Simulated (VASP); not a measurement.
# PtS2 (P-3m1) in VASP: single point with HSE06

Aim: the single point of PtS2 with HSE06.

Program: VASP 6.6.1. These are calculated values, not measurements. Logs are shortened: lines on timing, memory, paths and dates and some standing lists are left out, and cuts for length are marked.

## (1) The cell of the first run

The structure is trigonal, space group P-3m1 (No. 164). Conventional cell: a = 3.541 Å, b = 3.541 Å, c = 5.166 Å, α = 90.00°, β = 90.00°, γ = 120.00°. Pt (site symmetry -3m) has 6 S at 2.39 Å within 3.2 Å. S (site symmetry 3m) has 3 Pt at 2.39 Å and 6 S at 3.20 to 3.39 Å within 3.4 Å.

## (2) Single point, HSE06 (epitaxial xy strain -0.3%)

File POSCAR:

```
PtS2
1.0
    3.5409178631      0.0000000000      0.0000000000
   -1.7704589316      3.0665248222      0.0000000000
    0.0000000000      0.0000000000      5.1664633855
Pt S
1 2
Direct
    0.0000000000      0.0000000000      0.0000000000
    0.3333333333      0.6666666667      0.2385206058
    0.6666666667      0.3333333333      0.7614793942
```

File INCAR.step1:

```
SYSTEM = PtS2
PREC     = Accurate       ! precision mode
ENCUT    = 400            ! plane-wave cutoff, eV
EDIFF    = 1E-5           ! SCF threshold, eV
ISMEAR   = 0              ! smearing method
SIGMA    = 0.01           ! smearing width, eV
LREAL    = .False.        ! projectors in reciprocal space
LASPH    = .True.         ! aspherical terms in the spheres
NELM     = 120            ! most SCF steps
ALGO     = Normal         ! electronic algorithm
ISIF     = 2              ! what is computed and relaxed
LWAVE    = .True.         ! write WAVECAR
LCHARG   = .False.        ! write CHGCAR
NBANDS   = 18             ! bands
GGA      = PE             ! functional
GGA_COMPAT= .False.
```

File INCAR.step2:

```
SYSTEM = PtS2
PREC     = Accurate       ! precision mode
ENCUT    = 400            ! plane-wave cutoff, eV
EDIFF    = 1E-6           ! SCF threshold, eV
ISMEAR   = 0              ! smearing method
SIGMA    = 0.01           ! smearing width, eV
LREAL    = .False.        ! projectors in reciprocal space
LASPH    = .True.         ! aspherical terms in the spheres
NELM     = 120            ! most SCF steps
ALGO     = Normal         ! electronic algorithm
ISIF     = 2              ! what is computed and relaxed
LWAVE    = .False.        ! write WAVECAR
LCHARG   = .False.        ! write CHGCAR
GGA      = PE             ! functional
LHFCALC  = .True.         ! exact exchange
HFSCREEN = 0.2079         ! screening, 1/A
PRECFOCK = Normal       
NBANDS   = 18             ! bands
ISTART   = 1            
GGA_COMPAT= .False.
```

File KPOINTS:

```
Automatic mesh
0
Gamma
  6 6 4
  0 0 0
```

Potentials or basis: VASP PAW PBE potentials, release 64 (Pt, S).

The run is started by

```console
cat potpaw_PBE.64/Pt/POTCAR potpaw_PBE.64/S/POTCAR > POTCAR
cp INCAR.step1 INCAR
mpirun -np 1 vasp_std > vasp.out
cp INCAR.step2 INCAR
mpirun -np 1 vasp_std > vasp.out
```

OUTCAR:

```text
SYSTEM = PtS2
   PREC = Accurate
   ENCUT = 400
   EDIFF = 1E-6
   ISMEAR = 0
   LREAL = .False.
   LASPH = .True.
   NELM = 120
   ISIF = 2
   GGA = PE
   LHFCALC = .True.
   HFSCREEN = 0.2079
   PRECFOCK = Normal
   ISTART = 1

 ion  position               nearest neighbor table
   1  0.000  0.000  0.000-   2 2.39   3 2.39   3 2.39   2 2.39   3 2.39   2 2.39
   2  0.333  0.667  0.239-   1 2.39   1 2.39   1 2.39
   3  0.667  0.333  0.761-   1 2.39   1 2.39   1 2.39

  LATTYP: Found a hexagonal cell.
 ALAT       =     3.5409178631
 C/A-ratio  =     1.4590746200

  Lattice vectors:

 A1 = (   3.5409178631,   0.0000000000,   0.0000000000)
 A2 = (  -1.7704589316,   3.0665248222,   0.0000000000)
 A3 = (   0.0000000000,   0.0000000000,   5.1664633855)

Analysis of symmetry for initial positions (statically):
=====================================================================
 Subroutine PRICEL returns:
 Original cell was already a primitive cell.

 Routine SETGRP: Setting up the symmetry group for a
 hexagonal supercell.

 Subroutine GETGRP returns: Found 12 space group operations
 (whereof 12 operations were pure point group operations)
 out of a pool of 24 trial point group operations.

The static configuration has the point symmetry D_3d.

Analysis of symmetry for dynamics (positions and initial velocities):
=====================================================================
 Subroutine PRICEL returns:
 Original cell was already a primitive cell.

 Routine SETGRP: Setting up the symmetry group for a
 hexagonal supercell.

 Subroutine GETGRP returns: Found 12 space group operations
 (whereof 12 operations were pure point group operations)
 out of a pool of 24 trial point group operations.

The dynamic configuration has the point symmetry D_3d.

 Subroutine INISYM returns: Found 12 space group operations
 (whereof 12 operations are pure point group operations),
 and found     1 'primitive' translations

----------------------------------------------------------------------------------------

                                     Primitive cell

  volume of cell :      56.0991

  direct lattice vectors                    reciprocal lattice vectors
     3.540917863  0.000000000  0.000000000     0.282412651  0.163051020  0.000000000
    -1.770458932  3.066524822  0.000000000     0.000000000  0.326102040  0.000000000
     0.000000000  0.000000000  5.166463386     0.000000000  0.000000000  0.193556003

  length of vectors
     3.540917863  3.540917863  5.166463386     0.326102040  0.326102040  0.193556003

  position of ions in fractional coordinates (direct lattice)
     0.000000000  0.000000000  0.000000000
     0.333333333  0.666666667  0.238520606
     0.666666667  0.333333333  0.761479394

  ion indices of the primitive-cell ions
   primitive index   ion index
                 1           1
                 2           2
                 3           3

----------------------------------------------------------------------------------------

 KPOINTS: Automatic mesh

Automatic generation of k-mesh.
 Grid dimensions read from file:
 generate k-points for:    6    6    4

 Generating k-lattice:

  Cartesian coordinates                     Fractional coordinates (reciprocal lattice)
     0.047068775  0.027175170  0.000000000     0.166666667  0.000000000  0.000000000
     0.000000000  0.054350340  0.000000000     0.000000000  0.166666667  0.000000000
     0.000000000  0.000000000  0.048389001     0.000000000  0.000000000  0.250000000

  Length of vectors
     0.054350340  0.054350340  0.048389001

  Shift w.r.t. Gamma in fractional coordinates (k-lattice)
     0.000000000  0.000000000  0.000000000

 Subroutine IBZKPT returns following result:
 ===========================================

 Found     24 irreducible k-points:

 Following reciprocal coordinates:
            Coordinates               Weight
  0.000000  0.000000  0.000000      1.000000
  0.166667 -0.000000  0.000000      6.000000
  0.333333 -0.000000  0.000000      6.000000
  0.500000 -0.000000  0.000000      3.000000
  0.166667  0.166667  0.000000      6.000000
  0.333333  0.166667  0.000000     12.000000
[... 16 lines left out ...]
  0.333333  0.166667  0.500000     12.000000
  0.333333  0.333333  0.500000      2.000000
   k-points           NKPTS =     24   k-points in BZ     NKDIM =    144   number of bands    NBANDS=     18
   number of dos      NEDOS =    301   number of ions     NIONS =      3
   total plane-waves  NPLWV =  20736
   dimension x,y,z NGX =    24 NGY =   24 NGZ =   36
   dimension x,y,z NGXF=    48 NGYF=   48 NGZF=   72
   ions per type =               1   2
   NGX,Y,Z   is equivalent  to a cutoff of  11.27, 11.27, 11.58 a.u.
   NGXF,Y,Z  is equivalent  to a cutoff of  22.54, 22.54, 23.17 a.u.
 SYSTEM =  PtS2
   PREC   = accura    normal or accurate (medium, high low for compatibility)
   ISTART =      1    job   : 0-new  1-cont  2-samecut
   ICHARG =      0    charge: 1-file 2-atom 10-const
   ISPIN  =      1    spin polarized calculation?
   LNONCOLLINEAR =      F non collinear calculations
   LSORBIT =      F    spin-orbit coupling
   LASPH  =      T    aspherical Exc in radial PAW
   ENCUT  =  400.0 eV  29.40 Ry    5.42 a.u.   5.77  5.77  8.43*2*pi/ulx,y,z
   NELM   =    120;   NELMIN=  2; NELMDL=  0     # of ELM steps
   EDIFF  = 0.1E-05   stopping-criterion for ELM
   LREAL  =      F    real-space projection
   EDIFFG = 0.1E-04   stopping-criterion for IOM
   NSW    =      0    number of steps for IOM
   IBRION =     -1    ionic relax: 0-MD 1-quasi-New 2-CG
   NFREE  =      0    steps in history (QN), initial steepest desc. (CG)
   ISIF   =      2    stress and relaxation
   ISYM   =      3    0-nonsym 1-usesym 2-fastsym
   POTIM  = 0.5000    time-step for ionic-motion
   TEBEG  =    0.0;   TEEND  =   0.0 temperature during run
   PSTRESS=    0.0 pullay stress
   NELECT =      22.0000    total number of electrons
   NUPDOWN=      -1.0000    fix difference up-down
   EMIN   =  10.00;   EMAX   =-10.00  energy-range for DOS
   EFERMI =   0.00;   METHOD = LEGACY
   ISMEAR =     0;   SIGMA  =   0.01  broadening in eV -4-tet -1-fermi 0-gaus
   EFERMI_NEDOS =   21; number of points for ismear=-14 and -15
   IALGO  =     38    algorithm
   IMIX   =      1    mixing-type and parameters
     AMIX     =   0.40;   BMIX     =  1.00
     AMIX_MAG =   1.60;   BMIX_MAG =  1.00
  volume/ion in A,a.u.               =      18.70       126.19
  Fermi-wavevector in a.u.,A,eV,Ry     =   1.198295  2.264450 19.536761  1.435911
  Thomas-Fermi vector in A             =   2.334188
   LORBIT       =      0    0 simple, 1 ext, 2 COOP (PROOUT), +10 PAW based schemes
   GGA     = PE    functional components
   LHFCALC =     T    Hartree Fock is set to
   PRECFOCK=normal    Normal, Fast or Accurate (Low or Medium for compatibility)
   ENCUT4O =  -1.0   cutoff for four orbital integrals eV
   NKREDX  =     1    reduce k-point grid by
   NKREDY  =     1    reduce k-point grid by
   NKREDZ  =     1    reduce k-point grid by
   AEXX    =    0.2500 exact exchange contribution
   HFSCREEN=    0.2079 screening length (either q_TF or 0.3 A-1)
   HFSCREENC=   0.2079 screening length for correlation (either q_TF or 0.3 A-1)
   ENCUTFOCK=  -1.0 apply spherical cutoff to Coloumb kernel
   IVDW    =     0    specifies the selected vdW correction
   LEPSILON=     F    determine dielectric tensor
   LRPA    =     F    only Hartree local field effects (RPA)
 non-spin polarized calculation
 Gauss-broadening in eV      SIGMA  =   0.01
  energy-cutoff  :      400.00
  volume of cell :       56.10
 maximum number of plane-waves:      1032
 NGX is ok and might be reduce to    24
  NGX = 18; NGY = 18; NGZ = 28

 number of electron      21.9999991 magnetization

 Free energy of the ion-electron system (eV)
  ---------------------------------------------------
  ext. energy  EPLUGINS =         0.00000000
  ---------------------------------------------------
  free energy    TOTEN  =       -18.63430344 eV

  energy without entropy =      -18.63430344  energy(sigma->0) =      -18.63430344

 E-fermi :   5.9928     XC(G=0):  -8.6756

 val. band max:        5.9428514757   @ k =   0.0000   0.0000   0.0000
 cond. band min:       7.4307891408   @ k =   0.0000   0.3333   0.2500
 fundamental gap:      1.4879376651
 Fermi energy:         5.9928187231

 k-point     1 :       0.0000    0.0000    0.0000
  band No.  band energies     occupation
      1     -10.7517      2.00000
      2      -7.7126      2.00000
      3      -1.7673      2.00000
      4      -1.2125      2.00000
      5      -1.2125      2.00000
      6       1.3794      2.00000
[... 10 lines left out ...]
     17      15.1178      0.00000
     18      19.5186      0.00000

 k-point     2 :       0.1667   -0.0000    0.0000
  band No.  band energies     occupation
      1     -10.3745      2.00000
      2      -7.8704      2.00000
      3      -1.3858      2.00000
      4      -1.0038      2.00000
      5      -0.9635      2.00000
      6       0.9299      2.00000
[... 10 lines left out ...]
     17      16.1535      0.00000
     18      17.0394      0.00000

 k-point     3 :       0.3333   -0.0000    0.0000
  band No.  band energies     occupation
      1      -9.4383      2.00000
      2      -8.1909      2.00000
      3      -1.2852      2.00000
      4      -0.5590      2.00000
      5      -0.1997      2.00000
      6       0.1185      2.00000
[... 10 lines left out ...]
     17      15.8724      0.00000
     18      16.7165      0.00000

 k-point     4 :       0.5000   -0.0000    0.0000
  band No.  band energies     occupation
      1      -8.7142      2.00000
      2      -8.4632      2.00000
      3      -2.0865      2.00000
      4      -0.4929      2.00000
      5       0.0504      2.00000
      6       1.3014      2.00000
[... 375 lines left out ...]
      4      -0.8674      2.00000
      5      -0.0890      2.00000
      6       0.6171      2.00000
[... 10 lines left out ...]
     17      16.0594      0.00000
     18      16.3361      0.00000

 k-point    23 :       0.3333    0.1667    0.5000
  band No.  band energies     occupation
      1      -8.7221      2.00000
      2      -8.4119      2.00000
      3      -1.7686      2.00000
      4      -0.9027      2.00000
      5       0.0649      2.00000
      6       0.7616      2.00000
[... 10 lines left out ...]
     17      15.9728      0.00000
     18      17.4825      0.00000

 k-point    24 :       0.3333    0.3333    0.5000
  band No.  band energies     occupation
      1      -8.4327      2.00000
      2      -8.4327      2.00000
      3      -1.0178      2.00000
      4      -1.0178      2.00000
      5      -0.7476      2.00000
      6       1.1663      2.00000
[... 10 lines left out ...]
     17      14.9982      0.00000
     18      17.7390      0.00000

------------------------ aborting loop because EDIFF is reached ----------------------------------------

  FORCE on cell =-STRESS in cart. coord.  units (eV):
  Direction    XX          YY          ZZ          XY          YZ          ZX
  --------------------------------------------------------------------------------------
  -------------------------------------------------------------------------------------
  Total       -0.3912067     -0.3912067     -0.1799085      0.0000000      0.0000000      0.0000000
  in kB      -11.1727776    -11.1727776     -5.1381481      0.0000000      0.0000000      0.0000000
  external PRESSURE =      -9.1612344 kB  Pullay stress =       0.0000000 kB

 VOLUME and BASIS-vectors are now :
 -----------------------------------------------------------------------------
  energy-cutoff  :      400.00
  volume of cell :       56.10
      direct lattice vectors                 reciprocal lattice vectors
     3.540917863  0.000000000  0.000000000     0.282412651  0.163051020  0.000000000
    -1.770458932  3.066524822  0.000000000     0.000000000  0.326102040  0.000000000
     0.000000000  0.000000000  5.166463386     0.000000000  0.000000000  0.193556003

 POSITION                                       TOTAL-FORCE (eV/Angst)
 -----------------------------------------------------------------------------------
      0.00000      0.00000      0.00000         0.000000      0.000000      0.000000
     -0.00000      2.04435      1.23231        -0.000000     -0.000000     -0.414144
      1.77046      1.02217      3.93416         0.000000      0.000000      0.414144
 -----------------------------------------------------------------------------------
    total drift:                               -0.000000      0.000000     -0.000000

  FREE ENERGIE OF THE ION-ELECTRON SYSTEM (eV)
  ---------------------------------------------------
  free  energy   TOTEN  =       -18.6343034435 eV

  energy  without entropy=      -18.6343034435  energy(sigma->0) =      -18.63430344
```

It took 63 min on 1 thread of AMD EPYC 7R13, shared host; peak memory 0.25 GiB.

Results:

```yaml
Free_energy: -18.6343 eV
Pressure: -0.9 GPa
Largest_force: 0.414 eV/Å
Band_gap_on_the_k_mesh: 1.49 eV (least direct gap 2.17 eV)
```

Forces on the atoms (eV/Å):
```
Pt   0.000  0.000  0.000
S    0.000  0.000 -0.414
S    0.000  0.000  0.414
```

Caveat: the cell differs from its parent crystal (epitaxial xy strain -0.3%); the PAW data sets were made with another functional, which shifts forces and pressure a little; spin-orbit coupling is left out, which moves the levels of the heavy elements.
